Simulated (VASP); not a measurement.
# In (I4/mmm) in VASP: further runs

The runs below take In through single point, with PBE.

Program: VASP 6.6.1. These are calculated values, not measurements. Logs are shortened: lines on timing, memory, paths and dates and some standing lists are left out, and cuts for length are marked.

**1. The cell of the first run**

The structure is tetragonal, space group I4/mmm (No. 139). Conventional cell: a = 3.155 Å, b = 3.155 Å, c = 4.948 Å, α = 90.00°, β = 90.00°, γ = 90.00°. Within 4.2 Å of In (site symmetry 4/mmm) lie 12 In at 3.15 to 3.33 Å.

**2. Single point, PBE (strain -0.030 along x and y, +0.000 along z)**

Input file INCAR:

```
PREC     = Accurate       # precision mode
ENCUT    = 520            # plane-wave cutoff, eV
EDIFF    = 1E-6           # SCF threshold, eV
ISMEAR   = 0              # smearing method
SIGMA    = 0.15           # smearing width, eV
LREAL    = F              # projectors in reciprocal space
LASPH    = T              # aspherical terms in the spheres
NELM     = 80             # most SCF steps
ALGO     = Fast           # electronic algorithm
ISIF     = 2              # what is computed and relaxed
LWAVE    = F              # write WAVECAR
LCHARG   = F              # write CHGCAR
GGA      = PE             # functional
NBANDS   = 12             # bands
```

Input file KPOINTS:

```
Automatic mesh
0
Gamma
  20 20 20
```

Input file POSCAR:

```
In
1.0
   -1.5773655000      1.5773655000      2.4739500000
    1.5773655000     -1.5773655000      2.4739500000
    1.5773655000      1.5773655000     -2.4739500000
In
1
Direct
    0.0000000000      0.0000000000      0.0000000000
```

Potentials or basis: VASP PAW PBE potentials, release 64 (In_d).

On the command line:

```console
> cat potpaw_PBE.64/In_d/POTCAR > POTCAR
> mpirun -np 1 vasp_std > vasp.out
```

OUTCAR:

```text
PREC = Accurate
   ENCUT = 520
   EDIFF = 1E-6
   ISMEAR = 0
   LREAL = F
   LASPH = T
   NELM = 80
   ISIF = 2
   GGA = PE

 ion  position               nearest neighbor table
   1  0.000  0.000  0.000-

  LATTYP: Found a body centered tetragonal cell.
 ALAT       =     3.1547310000
 C/A-ratio  =     1.5684063079

  Lattice vectors:

 A1 = (  -1.5773655000,   1.5773655000,   2.4739500000)
 A2 = (   1.5773655000,  -1.5773655000,   2.4739500000)
 A3 = (   1.5773655000,   1.5773655000,  -2.4739500000)

Analysis of symmetry for initial positions (statically):
=====================================================================
 Subroutine PRICEL returns:
 Original cell was already a primitive cell.

 Routine SETGRP: Setting up the symmetry group for a
 body centered tetragonal supercell.

 Subroutine GETGRP returns: Found 16 space group operations
 (whereof 16 operations were pure point group operations)
 out of a pool of 16 trial point group operations.

The static configuration has the point symmetry D_4h.

Analysis of symmetry for dynamics (positions and initial velocities):
=====================================================================
 Subroutine PRICEL returns:
 Original cell was already a primitive cell.

 Routine SETGRP: Setting up the symmetry group for a
 body centered tetragonal supercell.

 Subroutine GETGRP returns: Found 16 space group operations
 (whereof 16 operations were pure point group operations)
 out of a pool of 16 trial point group operations.

The dynamic configuration has the point symmetry D_4h.

 Subroutine INISYM returns: Found 16 space group operations
 (whereof 16 operations are pure point group operations),
 and found     1 'primitive' translations

----------------------------------------------------------------------------------------

                                     Primitive cell

  volume of cell :      24.6216

  direct lattice vectors                    reciprocal lattice vectors
    -1.577365500  1.577365500  2.473950000     0.000000000  0.316984237  0.202105944
     1.577365500 -1.577365500  2.473950000     0.316984237  0.000000000  0.202105944
     1.577365500  1.577365500 -2.473950000     0.316984237  0.316984237  0.000000000

  length of vectors
     3.331154821  3.331154821  3.331154821     0.375933264  0.375933264  0.448283407

  position of ions in fractional coordinates (direct lattice)
     0.000000000  0.000000000  0.000000000

  ion indices of the primitive-cell ions
   primitive index   ion index
                 1           1

----------------------------------------------------------------------------------------

 KPOINTS: Automatic mesh

Automatic generation of k-mesh.
 Grid dimensions read from file:
 generate k-points for:   20   20   20

 Generating k-lattice:

  Cartesian coordinates                     Fractional coordinates (reciprocal lattice)
     0.000000000  0.015849212  0.010105297     0.050000000  0.000000000  0.000000000
     0.015849212  0.000000000  0.010105297     0.000000000  0.050000000  0.000000000
     0.015849212  0.015849212  0.000000000     0.000000000  0.000000000  0.050000000

  Length of vectors
     0.018796663  0.018796663  0.022414170

  Shift w.r.t. Gamma in fractional coordinates (k-lattice)
     0.000000000  0.000000000  0.000000000

 Subroutine IBZKPT returns following result:
 ===========================================

 Found    641 irreducible k-points:

 Following reciprocal coordinates:
            Coordinates               Weight
  0.000000  0.000000  0.000000      1.000000
  0.050000 -0.000000  0.000000      8.000000
  0.100000 -0.000000  0.000000      8.000000
  0.150000  0.000000 -0.000000      8.000000
  0.200000 -0.000000  0.000000      8.000000
  0.250000  0.000000 -0.000000      8.000000
[... 16 lines left out ...]
 -0.400000  0.050000 -0.000000     16.000000
 -0.350000  0.050000  0.000000     16.000000
 [... further k-points ...]
   k-points           NKPTS =    641   k-points in BZ     NKDIM =    641   number of bands    NBANDS=     12
   number of dos      NEDOS =    301   number of ions     NIONS =      1
   total plane-waves  NPLWV =  21952
   dimension x,y,z NGX =    28 NGY =   28 NGZ =   28
   dimension x,y,z NGXF=    56 NGYF=   56 NGZF=   56
   ions per type =               1
   NGX,Y,Z   is equivalent  to a cutoff of  13.97, 13.97, 13.97 a.u.
   NGXF,Y,Z  is equivalent  to a cutoff of  27.95, 27.95, 27.95 a.u.
 SYSTEM =  unknown system
   PREC   = accura    normal or accurate (medium, high low for compatibility)
   ISTART =      0    job   : 0-new  1-cont  2-samecut
   ICHARG =      2    charge: 1-file 2-atom 10-const
   ISPIN  =      1    spin polarized calculation?
   LNONCOLLINEAR =      F non collinear calculations
   LSORBIT =      F    spin-orbit coupling
   LASPH  =      T    aspherical Exc in radial PAW
   ENCUT  =  520.0 eV  38.22 Ry    6.18 a.u.   6.19  6.19  6.19*2*pi/ulx,y,z
   NELM   =     80;   NELMIN=  2; NELMDL= -5     # of ELM steps
   EDIFF  = 0.1E-05   stopping-criterion for ELM
   LREAL  =      F    real-space projection
   EDIFFG = 0.1E-04   stopping-criterion for IOM
   NSW    =      0    number of steps for IOM
   IBRION =     -1    ionic relax: 0-MD 1-quasi-New 2-CG
   NFREE  =      0    steps in history (QN), initial steepest desc. (CG)
   ISIF   =      2    stress and relaxation
   ISYM   =      2    0-nonsym 1-usesym 2-fastsym
   POTIM  = 0.5000    time-step for ionic-motion
   TEBEG  =    0.0;   TEEND  =   0.0 temperature during run
   PSTRESS=    0.0 pullay stress
   NELECT =      13.0000    total number of electrons
   NUPDOWN=      -1.0000    fix difference up-down
   EMIN   =  10.00;   EMAX   =-10.00  energy-range for DOS
   EFERMI =   0.00;   METHOD = LEGACY
   ISMEAR =     0;   SIGMA  =   0.15  broadening in eV -4-tet -1-fermi 0-gaus
   EFERMI_NEDOS =   21; number of points for ismear=-14 and -15
   IALGO  =     68    algorithm
   IMIX   =      4    mixing-type and parameters
     AMIX     =   0.40;   BMIX     =  1.00
     AMIX_MAG =   1.60;   BMIX_MAG =  1.00
  volume/ion in A,a.u.               =      24.62       166.15
  Fermi-wavevector in a.u.,A,eV,Ry     =   1.323175  2.500439 23.820987  1.750793
  Thomas-Fermi vector in A             =   2.452803
   LORBIT       =      0    0 simple, 1 ext, 2 COOP (PROOUT), +10 PAW based schemes
   GGA     = PE    functional components
   LHFCALC =     F    Hartree Fock is set to
   AEXX    =    0.0000 exact exchange contribution
   IVDW    =     0    specifies the selected vdW correction
   LEPSILON=     F    determine dielectric tensor
   LRPA    =     F    only Hartree local field effects (RPA)
 non-spin polarized calculation
 RMM-DIIS sequential band-by-band and
 Gauss-broadening in eV      SIGMA  =   0.15
  energy-cutoff  :      520.00
  volume of cell :       24.62
 maximum number of plane-waves:       678
 NGX is ok and might be reduce to    28
   NGX = 13   NGY = 13   NGZ = 13

 number of electron      12.9999998 magnetization

 Free energy of the ion-electron system (eV)
  ---------------------------------------------------
  ext. energy  EPLUGINS =         0.00000000
  ---------------------------------------------------
  free energy    TOTEN  =        -2.51860572 eV

  energy without entropy =       -2.51305741  energy(sigma->0) =       -2.51583157

 E-fermi :   8.2675     XC(G=0): -10.5444

 val. band max:        8.2622960836   @ k =  -0.3500   0.4000   0.3500
 cond. band min:       8.2939456415   @ k =  -0.3000   0.3000   0.2500
 fundamental gap:      0.0316495579
 Fermi energy:         8.2674977182

 k-point     1 :       0.0000    0.0000    0.0000
  band No.  band energies     occupation
      1      -6.5957      2.00000
      2      -6.4171      2.00000
      3      -6.4171      2.00000
      4      -6.3680      2.00000
      5      -6.1959      2.00000
      6      -1.7429      2.00000
      7      19.3332      0.00000
      8      19.3332      0.00000
      9      19.5915      0.00000
     10      19.9938      0.00000
     11      22.7928      0.00000
     12      22.8992      0.00000

 k-point     2 :       0.0500   -0.0000    0.0000
  band No.  band energies     occupation
      1      -6.5901      2.00000
      2      -6.4181      2.00000
      3      -6.4126      2.00000
      4      -6.3666      2.00000
      5      -6.1984      2.00000
      6      -1.6854      2.00000
      7      18.5623      0.00000
      8      19.2686      0.00000
      9      19.3333      0.00000
     10      19.9162      0.00000
     11      22.7414      0.00000
     12      23.0333      0.00000

 k-point     3 :       0.1000   -0.0000    0.0000
  band No.  band energies     occupation
      1      -6.5757      2.00000
      2      -6.4233      2.00000
      3      -6.4001      2.00000
      4      -6.3594      2.00000
      5      -6.2049      2.00000
      6      -1.5119      2.00000
      7      16.9006      0.00000
      8      18.8618      0.00000
      9      19.1052      0.00000
     10      19.9120      0.00000
     11      22.1499      0.00000
     12      23.4792      0.00000
[... 286 lines left out ...]
 k-point    23 :      -0.4000    0.0500   -0.0000
  band No.  band energies     occupation
      1      -6.5494      2.00000
      2      -6.5196      2.00000
      3      -6.3880      2.00000
      4      -6.1683      2.00000
      5      -6.1069      2.00000
      6       1.8468      2.00000
      7       7.3637      2.00000
      8      15.6768      0.00000
      9      17.9770      0.00000
     10      19.5063      0.00000
     11      20.2430      0.00000
     12      22.7981      0.00000

 k-point    24 :      -0.3500    0.0500    0.0000
  band No.  band energies     occupation
      1      -6.5358      2.00000
      2      -6.5091      2.00000
      3      -6.3760      2.00000
      4      -6.1970      2.00000
      5      -6.1476      2.00000
      6       0.9817      2.00000
      7       8.8527      0.00000
      8      15.9307      0.00000
      9      18.0728      0.00000
     10      19.8827      0.00000
     11      20.5262      0.00000
     12      22.7076      0.00000

 [... further k-points ...]

------------------------ aborting loop because EDIFF is reached ----------------------------------------

  FORCE on cell =-STRESS in cart. coord.  units (eV):
  Direction    XX          YY          ZZ          XY          YZ          ZX
  --------------------------------------------------------------------------------------
  -------------------------------------------------------------------------------------
  Total        0.8004762      0.8004762      0.7854041      0.0000000      0.0000000      0.0000000
  in kB       52.0886867     52.0886867     51.1079137      0.0000000      0.0000000      0.0000000
  external PRESSURE =      51.7617624 kB  Pullay stress =       0.0000000 kB

 VOLUME and BASIS-vectors are now :
 -----------------------------------------------------------------------------
  energy-cutoff  :      520.00
  volume of cell :       24.62
      direct lattice vectors                 reciprocal lattice vectors
    -1.577365500  1.577365500  2.473950000     0.000000000  0.316984237  0.202105944
     1.577365500 -1.577365500  2.473950000     0.316984237  0.000000000  0.202105944
     1.577365500  1.577365500 -2.473950000     0.316984237  0.316984237  0.000000000

 POSITION                                       TOTAL-FORCE (eV/Angst)
 -----------------------------------------------------------------------------------
      0.00000      0.00000      0.00000        -0.000000      0.000000      0.000000
 -----------------------------------------------------------------------------------
    total drift:                               -0.000000     -0.000000     -0.000000

  FREE ENERGIE OF THE ION-ELECTRON SYSTEM (eV)
  ---------------------------------------------------
  free  energy   TOTEN  =        -2.5186057243 eV

  energy  without entropy=       -2.5130574135  energy(sigma->0) =       -2.51583157
```

It took 3.3 min on 1 thread of Intel Xeon Platinum 8259CL at 2.50GHz (Skylake/Cascade Lake), shared host; peak memory 0.3 GiB.

Results:

```
Free energy            : -2.5186 eV
Pressure               : 5.2 GPa
Band gap on the k mesh : zero (an odd number of electrons rules out a gap without spin polarisation)
```

Caveat: the cell differs from its parent crystal (strain -0.030 along x and y, +0.000 along z); the cell stands under pressure; spin-orbit coupling is left out, which moves the levels of the heavy elements.

**3. Single point, PBE (strain -0.015 along x and y, +0.000 along z)**

Input file INCAR:

```
PREC = Accurate
ENCUT = 520
EDIFF = 1E-6
ISMEAR = 0
SIGMA = 0.15
LREAL = F
LASPH = T
NELM = 80
ALGO = Fast
ISIF = 2
LWAVE = F
LCHARG = F
GGA = PE
NBANDS = 12
```

KPOINTS is that of step 2.

Input file POSCAR:

```
In
1.0
   -1.6017577500      1.6017577500      2.4739500000
    1.6017577500     -1.6017577500      2.4739500000
    1.6017577500      1.6017577500     -2.4739500000
In
1
Direct
    0.0000000000      0.0000000000      0.0000000000
```

Potentials or basis: VASP PAW PBE potentials, release 64 (In_d).

On the command line:

```console
> cat potpaw_PBE.64/In_d/POTCAR > POTCAR
> mpirun -np 1 vasp_std > vasp.out
```

Wall time 3.4 min (1 thread of Intel Xeon Platinum 8259CL at 2.50GHz (Skylake/Cascade Lake), shared host); peak memory 0.3 GiB.

Results (log left out):

```yaml
Free_energy: -2.5398 eV
Pressure: 3.5 GPa
Band_gap_on_the_k_mesh: zero (an odd number of electrons rules out a gap without spin polarisation)
```

Stress tensor (GPa, compression positive):
```
3.60 0.00 0.00
0.00 3.60 0.00
0.00 0.00 3.28
```

Levels at points of the mesh, in eV from the Fermi level:
```tsv
k point	band 3	band 4	band 5	band 6	band 7	band 8	band 9	band 10
(0.00, 0.00, 0.00)	-14.64	-14.58	-14.44	-9.77	10.80	10.80	11.01	11.65
(0.50, 0.00, 0.00)	-14.63	-14.36	-14.31	-4.33	-3.52	7.49	9.53	11.26
(0.50, 0.50, 0.00)	-14.36	-14.35	-14.23	-2.01	-1.50	3.47	3.99	7.09
(0.50, 0.50, 0.50)	-14.34	-14.31	-14.31	-3.08	-2.89	4.94	4.94	8.43
```

Caveat: the cell differs from its parent crystal (strain -0.015 along x and y, +0.000 along z); the cell stands under pressure; spin-orbit coupling is left out, which moves the levels of the heavy elements.

**4. Single point, PBE (strain -0.015 along x and y, +0.015 along z)**

Input file INCAR:

```
  PREC = Accurate
  ENCUT = 520
  EDIFF = 1E-6
  ISMEAR = 0
  SIGMA = 0.15
  LREAL = F
  LASPH = T
  NELM = 80
  ALGO = Fast
  ISIF = 2
  LWAVE = F
  LCHARG = T
  GGA = PE
  LELF = T
  LVHAR = T
  NBANDS = 12
```

KPOINTS is that of step 3.

Input file POSCAR:

```
In
1.0
   -1.6017577500      1.6017577500      2.5110592500
    1.6017577500     -1.6017577500      2.5110592500
    1.6017577500      1.6017577500     -2.5110592500
In
1
Direct
    0.0000000000      0.0000000000      0.0000000000
```

On the command line:

```console
> cat potpaw_PBE.64/In_d/POTCAR > POTCAR
> mpirun -np 1 vasp_std > vasp.out
```

Wall time 3.5 min (1 thread of Intel Xeon Platinum 8259CL at 2.50GHz (Skylake/Cascade Lake), shared host); peak memory 0.31 GiB.

The run converged. Its results:

```yaml
Free_energy: -2.5469 eV
Pressure: 2.7 GPa
Band_gap_on_the_k_mesh: zero (an odd number of electrons rules out a gap without spin polarisation)
```

Stress tensor (GPa, compression positive):
```
2.78 0.00 0.00
0.00 2.78 0.00
0.00 0.00 2.61
```

Levels at points of the mesh, in eV from the Fermi level:
```tsv
k point	band 2	band 3	band 4	band 5	band 6	band 7	band 8	band 9	band 10	band 11
(0.00, 0.00, 0.00)	-14.61	-14.61	-14.57	-14.42	-9.66	10.67	10.67	10.89	11.66	14.09
(0.50, 0.00, 0.00)	-14.72	-14.60	-14.35	-14.30	-4.31	-3.44	7.21	9.59	11.04	11.34
(0.50, 0.50, 0.00)	-14.81	-14.35	-14.35	-14.22	-1.90	-1.43	3.35	3.96	6.96	7.31
(0.50, 0.50, 0.50)	-14.80	-14.33	-14.30	-14.30	-3.26	-2.90	5.06	5.06	8.50	8.62
```

Caveat: the cell differs from its parent crystal (strain -0.015 along x and y, +0.015 along z); spin-orbit coupling is left out, which moves the levels of the heavy elements.

(Continued in part 2 of 2.)
